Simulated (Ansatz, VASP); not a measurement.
CeHf3O8: VASP beside Ansatz

```
Ce Hf O
1.0
     5.18930    0.00000    0.00000
     0.00000    5.18930    0.00000
     0.00000    0.00000    5.18930
Ce Hf O
1 3 8
Cartesian
  2.5947 2.5947 2.5947
  2.5947 0.0000 0.0000
  0.0000 0.0000 2.5947
  0.0000 2.5947 0.0000
  3.9288 1.2605 1.2605
  1.2605 1.2605 3.9288
  3.9288 3.9288 3.9288
  1.2605 3.9288 1.2605
  1.2605 3.9288 3.9288
  3.9288 3.9288 1.2605
  1.2605 1.2605 1.2605
  3.9288 1.2605 3.9288
```

Alike in both runs: functional PBE; k mesh 6 × 6 × 6; occupations gaussian, width 0.02 eV; no spin polarisation.

Ansatz relaxed the structure, and its values are those at the end. VASP's run is a single point on that final structure, the one shown.

|  | VASP | Ansatz |
| --- | --- | --- |
| version | VASP 6.6.1 | Ansatz 0.2.0 |
| potentials or method | VASP PAW PBE potentials, release 64 (Ce, Hf_pv, O), cutoff 520 eV | scalar-relativistic, plane waves, PAW |
| valence electrons in the cell | 90 | 138 |

Ansatz gave:

| Property | Result |
| --- | --- |
| gap on the k mesh at the Fermi level (eV) | 2.03 |
| least direct gap on the mesh (eV) | 2.11 |
| pressure (GPa) | 0.0 |
| rms of the force components (eV/Å) | 0.001 |

Task: What did VASP give for the same quantities?

Result: gap on the k mesh at the Fermi level (eV): 2.03; least direct gap on the mesh (eV): 2.07; pressure (GPa): -2.4; rms of the force components (eV/Å): 0.047.

VASP's potentials hold 90 valence electrons a cell and Ansatz's 138, so a difference there can come from the potentials and not from the codes.

Spin-orbit coupling is off throughout.
